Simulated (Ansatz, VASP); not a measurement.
# BaTiO3 in VASP and in Ansatz

Contents of INCAR:

```
SYSTEM = BaTiO3
PREC = Accurate ; ENCUT = 520
EDIFF = 1E-6 ; ISMEAR = 0
SIGMA = 0.05 ; LREAL = Auto
LASPH = .True. ; NELM = 150
ALGO = Normal ; ISIF = 2
LWAVE = .False. ; LCHARG = .True.
LMAXMIX = 4 ; LDAU = .True.
LDAUTYPE = 2 ; LDAUL = -1 2 -1
LDAUU = 0 4 0 ; LDAUJ = 0 0 0
LDAUPRINT = 1 ; GGA = PE
LELF = .True. ; LVHAR = .True.
NBANDS = 73
```

Contents of KPOINTS:

```
Automatic mesh
0
Gamma
  7 7 3
  0 0 0
```

Contents of POSCAR:

```
BaTiO3
1.0
    0.0000000000     -4.0288719406      0.0000000000
    0.0000000000      0.0000000000     -4.0288719406
   15.0866158219      0.0000000000      0.0000000000
Ba Ti O
3 3 9
Direct
    0.5000000000      0.5000000000      0.0667490015
    0.5000000000      0.5000000000      0.3337984172
    0.5000000000      0.5000000000      0.6008478329
    0.0000000000      1.0000000000      0.7343725408
    0.0000000000      1.0000000000      0.2002737093
    0.0000000000      1.0000000000      0.4673231251
    1.0000000000      0.0000000000      0.0667490015
    1.0000000000      0.0000000000      0.3337984172
    1.0000000000      0.0000000000      0.6008478329
    0.5000000000      0.0000000000      0.2002737093
    0.5000000000      0.0000000000      0.4673231251
    0.5000000000      0.0000000000      0.7343725408
    0.0000000000      0.5000000000      0.2002737093
    0.0000000000      0.5000000000      0.4673231251
    0.0000000000      0.5000000000      0.7343725408
```

Input for Ansatz:

```yaml
crystal:
  lattice:
    - [0.0, -4.0288719392, 0.0]
    - [0.0, 0.0, -4.0288719392]
    - [15.0866158175, 0.0, 0.0]
  atoms:
    - { symbol: Ba, position: [0.5, 0.5, 0.0667490015] }
    - { symbol: Ba, position: [0.5, 0.5, 0.3337984172] }
    - { symbol: Ba, position: [0.5, 0.5, 0.6008478329] }
    - { symbol: Ti, position: [1.0, 1.0, 0.7343725407] }
    - { symbol: Ti, position: [1.0, 1.0, 0.2002737093] }
    - { symbol: Ti, position: [1.0, 1.0, 0.467323125] }
    - { symbol: O, position: [1.0, 0.0, 0.0667490015] }
    - { symbol: O, position: [1.0, 0.0, 0.3337984172] }
    - { symbol: O, position: [1.0, 0.0, 0.6008478329] }
    - { symbol: O, position: [0.5, 1.0, 0.2002737093] }
    - { symbol: O, position: [0.5, 1.0, 0.467323125] }
    - { symbol: O, position: [0.5, 1.0, 0.7343725407] }
    - { symbol: O, position: [0.0, 0.5, 0.2002737093] }
    - { symbol: O, position: [0.0, 0.5, 0.467323125] }
    - { symbol: O, position: [0.0, 0.5, 0.7343725407] }
basis:
  ecutwfc: 420
kpoints:
  mp_grid: { grid: [7, 7, 3] }
hamiltonian:
  xc: pbe
  hubbard: { sites: [{ species: Ti, l: d, u_eff: 4.0 }] }
scf:
  occupations: { method: gaussian, width: 0.05 }
output:
  forces: true
  stress: true
  eigenvalues: true
```

Alike in both runs: task single point; functional PBE; k mesh 7 × 7 × 3; occupations gaussian, width 0.05 eV; no spin polarisation; Hubbard terms Ti d U = 4.0 eV.

|  | VASP | Ansatz |
| --- | --- | --- |
| version | VASP 6.6.1 | Ansatz 0.2.0 |
| potentials or method | VASP PAW PBE potentials, release 64 (Ba_sv, Ti_sv, O), cutoff 520 eV | scalar-relativistic, plane waves, PAW |
| valence electrons in the cell | 120 | 120 |

```tsv
	VASP	Ansatz	Ansatz less VASP
gap on the k mesh at the Fermi level (eV)	1.78	1.70	-0.074
least direct gap on the mesh (eV)	2.06	2.03	-0.035
pressure (GPa)	-1.1	-3.7	-2.57
traceless stress, the component that is largest in VASP (GPa)	0.54	0.80	+0.257
rms of the force components (eV/Å)	0.532	0.557	+0.0251
```

The programs project onto different local orbitals, so the same U acts differently, and such runs can settle in different states. Atom by atom the forces differ by 0.056 eV/Å (rms over components).

Neither program's run includes spin-orbit coupling.
